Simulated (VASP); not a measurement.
# Al (I4_1/amd) in VASP: notebook

The runs below take Al through single point, with PBE.

Program: VASP 6.6.1. These are calculated values, not measurements. Logs are shortened: lines on timing, memory, paths and dates and some standing lists are left out, and cuts for length are marked.

## Step 1: The cell of the first run

The structure is tetragonal, space group I4_1/amd (No. 141). The conventional cell has a = 3.964 Å, b = 3.964 Å, c = 2.101 Å, α = 90.00°, β = 90.00°, γ = 90.00°. Al (site symmetry -4m2) has 10 Al at 2.05 to 2.53 Å within 2.7 Å.

## Step 2: Single point, PBE (volume scaled by 0.43)

The input, INCAR:

```
PREC = Accurate
ENCUT = 520
EDIFF = 1E-7
ISMEAR = -1
SIGMA = 0.05
LREAL = F
LASPH = T
NELM = 60
ALGO = Normal
ISIF = 2
LWAVE = F
LCHARG = F
GGA = PE
NBANDS = 10
```

The input, KPOINTS:

```
regular mesh
0
Gamma
  16 16 16
```

The input, POSCAR:

```
Al
1.0
   -1.9821913023      1.9821913023      1.0504015506
    1.9821913023     -1.9821913023      1.0504015506
    1.9821913023      1.9821913023     -1.0504015506
Al
2
Direct
   -0.3750000000     -0.1250000000     -0.2500000000
    0.3750000000      0.1250000000      0.2500000000
```

Potentials or basis: VASP PAW PBE potentials, release 64 (Al).

Run with:

```sh
> cat potpaw_PBE.64/Al/POTCAR > POTCAR
> mpirun -np 1 vasp_std > vasp.out
```

OUTCAR:

```text
PREC = Accurate
   ENCUT = 520
   EDIFF = 1E-7
   ISMEAR = -1
   LREAL = F
   LASPH = T
   NELM = 60
   ISIF = 2
   GGA = PE

 ion  position               nearest neighbor table
   1  0.625  0.875  0.750-   2 2.05   2 2.05   2 2.05   2 2.05   2 2.53   2 2.53   2 2.53   2 2.53
                             2 3.29   2 3.29
   2  0.375  0.125  0.250-   1 2.05   1 2.05   1 2.05   1 2.05   1 2.53   1 2.53   1 2.53   1 2.53
                             1 3.29   1 3.29

  LATTYP: Found a body centered tetragonal cell.
 ALAT       =     3.9643826046
 C/A-ratio  =     0.5299193622

  Lattice vectors:

 A1 = (  -1.9821913023,   1.9821913023,   1.0504015506)
 A2 = (   1.9821913023,  -1.9821913023,   1.0504015506)
 A3 = (   1.9821913023,   1.9821913023,  -1.0504015506)

Analysis of symmetry for initial positions (statically):
=====================================================================
 Subroutine PRICEL returns:
 Original cell was already a primitive cell.

 Routine SETGRP: Setting up the symmetry group for a
 body centered tetragonal supercell.

 Subroutine GETGRP returns: Found 16 space group operations
 (whereof  4 operations were pure point group operations)
 out of a pool of 16 trial point group operations.

The static configuration has the point symmetry C_2h.
 The point group associated with its full space group is D_4h.

Analysis of symmetry for dynamics (positions and initial velocities):
=====================================================================
 Subroutine PRICEL returns:
 Original cell was already a primitive cell.

 Routine SETGRP: Setting up the symmetry group for a
 body centered tetragonal supercell.

 Subroutine GETGRP returns: Found 16 space group operations
 (whereof  4 operations were pure point group operations)
 out of a pool of 16 trial point group operations.

The dynamic configuration has the point symmetry C_2h.
 The point group associated with its full space group is D_4h.

 Subroutine INISYM returns: Found 16 space group operations
 (whereof  4 operations are pure point group operations),
 and found     1 'primitive' translations

----------------------------------------------------------------------------------------

                                     Primitive cell

  volume of cell :      16.5085

  direct lattice vectors                    reciprocal lattice vectors
    -1.982191302  1.982191302  1.050401551     0.000000000  0.252246087  0.476008437
     1.982191302 -1.982191302  1.050401551     0.252246087  0.000000000  0.476008437
     1.982191302  1.982191302 -1.050401551     0.252246087  0.252246087  0.000000000

  length of vectors
[... 92 lines left out ...]
   PSTRESS=    0.0 pullay stress
   NELECT =       6.0000    total number of electrons
   NUPDOWN=      -1.0000    fix difference up-down
   EMIN   =  10.00;   EMAX   =-10.00  energy-range for DOS
   EFERMI =   0.00;   METHOD = LEGACY
   ISMEAR =    -1;   SIGMA  =   0.05  broadening in eV -4-tet -1-fermi 0-gaus
   EFERMI_NEDOS =   21; number of points for ismear=-14 and -15
   IALGO  =     38    algorithm
   IMIX   =      4    mixing-type and parameters
     AMIX     =   0.40;   BMIX     =  1.00
     AMIX_MAG =   1.60;   BMIX_MAG =  1.00
  volume/ion in A,a.u.               =       8.25        55.70
  Fermi-wavevector in a.u.,A,eV,Ry     =   1.168306  2.207777 18.571105  1.364938
  Thomas-Fermi vector in A             =   2.304794
   LORBIT       =      0    0 simple, 1 ext, 2 COOP (PROOUT), +10 PAW based schemes
   GGA     = PE    functional components
   LHFCALC =     F    Hartree Fock is set to
   AEXX    =    0.0000 exact exchange contribution
   IVDW    =     0    specifies the selected vdW correction
   LEPSILON=     F    determine dielectric tensor
   LRPA    =     F    only Hartree local field effects (RPA)
 non-spin polarized calculation
  energy-cutoff  :      520.00
  volume of cell :       16.51
 maximum number of plane-waves:       460
 NGX is ok and might be reduce to    24
   NGX = 11   NGY = 11   NGZ = 11

 number of electron       6.0000000 magnetization

 Free energy of the ion-electron system (eV)
  ---------------------------------------------------
  ext. energy  EPLUGINS =         0.00000000
  ---------------------------------------------------
  free energy    TOTEN  =         2.17772149 eV

  energy without entropy =        2.18093395  energy(sigma->0) =        2.17932772

 E-fermi :  17.6161     XC(G=0): -13.0200

 val. band max:       17.6135605079   @ k =  -0.2500  -0.3750   0.2500
 cond. band min:      17.6224148153   @ k =  -0.1875  -0.2500   0.1250
 fundamental gap:      0.0088543073
 Fermi energy:        17.6161233945

 k-point     1 :       0.0000    0.0000    0.0000
  band No.  band energies     occupation
      1       0.8762      2.00000
      2      16.4884      2.00000
      3      17.4522      1.92732
      4      17.4522      1.92732
      5      21.4105      0.00000
      6      28.5410      0.00000
      7      31.5670      0.00000
      8      36.7297      0.00000
      9      36.7297      0.00000
     10      38.5173      0.00000
[... 287 lines left out ...]
 k-point    24 :      -0.0625    0.0625    0.0000
  band No.  band energies     occupation
      1       0.9495      2.00000
      2      15.3910      2.00000
      3      17.5041      1.80752
      4      18.2196      0.00001
      5      21.8871      0.00000
      6      28.1802      0.00000
      7      31.1434      0.00000
      8      37.0333      0.00000
      9      37.1365      0.00000
     10      38.4574      0.00000

 [... further k-points ...]

------------------------ aborting loop because EDIFF is reached ----------------------------------------

  FORCE on cell =-STRESS in cart. coord.  units (eV):
  Direction    XX          YY          ZZ          XY          YZ          ZX
  --------------------------------------------------------------------------------------
  -------------------------------------------------------------------------------------
  Total       26.8869518     26.8869518     26.9174427      0.0000000      0.0000000      0.0000000
  in kB     2609.4301296   2609.4301296   2612.3893357      0.0000000      0.0000000      0.0000000
  external PRESSURE =    2610.4165316 kB  Pullay stress =       0.0000000 kB

 VOLUME and BASIS-vectors are now :
 -----------------------------------------------------------------------------
  energy-cutoff  :      520.00
  volume of cell :       16.51
      direct lattice vectors                 reciprocal lattice vectors
    -1.982191302  1.982191302  1.050401551     0.000000000  0.252246087  0.476008437
     1.982191302 -1.982191302  1.050401551     0.252246087  0.000000000  0.476008437
     1.982191302  1.982191302 -1.050401551     0.252246087  0.252246087  0.000000000

 POSITION                                       TOTAL-FORCE (eV/Angst)
 -----------------------------------------------------------------------------------
      1.98219      0.99110      0.78780         0.000000      0.000000      0.000000
      0.00000      0.99110      0.26260        -0.000000     -0.000000     -0.000000
 -----------------------------------------------------------------------------------
    total drift:                                0.000000     -0.000000     -0.000000

  FREE ENERGIE OF THE ION-ELECTRON SYSTEM (eV)
  ---------------------------------------------------
  free  energy   TOTEN  =         2.1777214898 eV

  energy  without entropy=        2.1809339518  energy(sigma->0) =        2.17932772
```

stdout:

```text
POSCAR found type information on POSCAR Al
 POSCAR found :  1 types and       2 ions
 scaLAPACK will be used
 LDA part: xc-table for (Slater+PW92), standard interpolation
 POSCAR, INCAR and KPOINTS ok, starting setup
 FFT: planning ... GRIDC
 FFT: planning ... GRID_SOFT
 FFT: planning ... GRID
 WAVECAR not read
 entering main loop
```

Wall time 18 s (1 thread of Intel Xeon 6975P-C (Granite Rapids), shared host); peak memory 0.16 GiB.

What came out:

| Quantity | Value |
| --- | --- |
| Free energy | 2.1777 eV |
| Pressure | 261.0 GPa |
| Band gap on the k mesh | zero (band 3 reaches 21.29 eV, above the bottom of band 4 at 10.76 eV) |

Stress tensor (GPa, compression positive):
```
260.94   0.00   0.00
  0.00 260.94   0.00
  0.00   0.00 261.24
```

## Step 3: Single point, PBE (volume scaled by 0.43)

The input, INCAR:

```
SYSTEM = Al
PREC = Accurate
ENCUT = 520
EDIFF = 1E-7
ISMEAR = -1
SIGMA = 0.05
LREAL = .FALSE.
LASPH = .TRUE.
NELM = 60
ALGO = Normal
ISIF = 2
LWAVE = .FALSE.
LCHARG = .FALSE.
GGA = PE
NBANDS = 10
```

The input, KPOINTS:

```
Automatic mesh
0
G
  16 16 16
  0 0 0
```

POSCAR is that of step 2.

Potentials or basis: VASP PAW PBE potentials, release 64 (Al).

Run with:

```sh
> cat potpaw_PBE.64/Al/POTCAR > POTCAR
> mpirun -np 1 vasp_std > vasp.out
```

It took 17 s on 1 thread of Intel Xeon 6975P-C (Granite Rapids), shared host; peak memory 0.16 GiB.

The run converged. Its results:

```yaml
Free_energy: 2.1777 eV
Pressure: 261.0 GPa
Band_gap_on_the_k_mesh: zero (band 3 reaches 21.29 eV, above the bottom of band 4 at 10.76 eV)
```

Stress tensor (GPa, compression positive):
```
260.94   0.00   0.00
  0.00 260.94   0.00
  0.00   0.00 261.24
```

Levels at points of the mesh, in eV from the Fermi level:
```tsv
k point	band 1	band 2	band 3	band 4	band 5	band 6
(0.00, 0.00, 0.00)	-16.74	-1.13	-0.16	-0.16	3.79	10.92
(0.50, 0.00, 0.00)	-7.48	-6.05	-0.17	1.09	1.68	4.24
(0.50, 0.50, 0.00)	-12.20	-12.20	3.20	3.20	5.68	5.68
(0.50, 0.50, 0.50)	-8.70	-8.70	-6.85	-6.85	12.16	12.16
```

## Step 4: Single point, PBE (volume scaled by 0.5)

The input, INCAR:

```
ALGO = Normal
EDIFF = 1E-7
ENCUT = 520
GGA = PE
ISIF = 2
ISMEAR = -1
LASPH = True
LCHARG = False
LREAL = False
LWAVE = False
NBANDS = 10
NELM = 80
PREC = Accurate
SIGMA = 0.05
```

The input, KPOINTS:

```
k-points
0
Gamma
  16 16 16
```

The input, POSCAR:

```
Al
1.0
   -2.0881553932      2.0881553932      1.1005820028
    2.0881553932     -2.0881553932      1.1005820028
    2.0881553932      2.0881553932     -1.1005820028
Al
2
Direct
   -0.3750000000     -0.1250000000     -0.2500000000
    0.3750000000      0.1250000000      0.2500000000
```

Run with:

```sh
> cat potpaw_PBE.64/Al/POTCAR > POTCAR
> mpirun -np 1 vasp_std > vasp.out
```

It took 17 s on 1 thread of Intel Xeon 6975P-C (Granite Rapids), shared host; peak memory 0.16 GiB.

The run converged. Its results:

```
Free energy            : -1.3128 eV
Pressure               : 163.7 GPa
Band gap on the k mesh : zero (band 3 reaches 18.57 eV, above the bottom of band 4 at 8.41 eV)
```

Stress tensor (GPa, compression positive):
```
163.58   0.00   0.00
  0.00 163.58   0.00
  0.00   0.00 163.81
```

Levels at points of the mesh, in eV from the Fermi level:
```tsv
k point	band 1	band 2	band 3	band 4	band 5	band 6	band 7	band 8
(0.00, 0.00, 0.00)	-15.27	-0.33	-0.33	-0.23	3.16	10.49	13.29	17.14
(0.50, 0.00, 0.00)	-6.67	-5.46	0.55	1.05	1.25	3.70	8.81	9.62
(0.50, 0.50, 0.00)	-11.14	-11.14	2.91	2.91	5.39	5.39	14.47	14.47
(0.50, 0.50, 0.50)	-7.76	-7.76	-6.51	-6.51	11.50	11.50	20.50	20.50
```
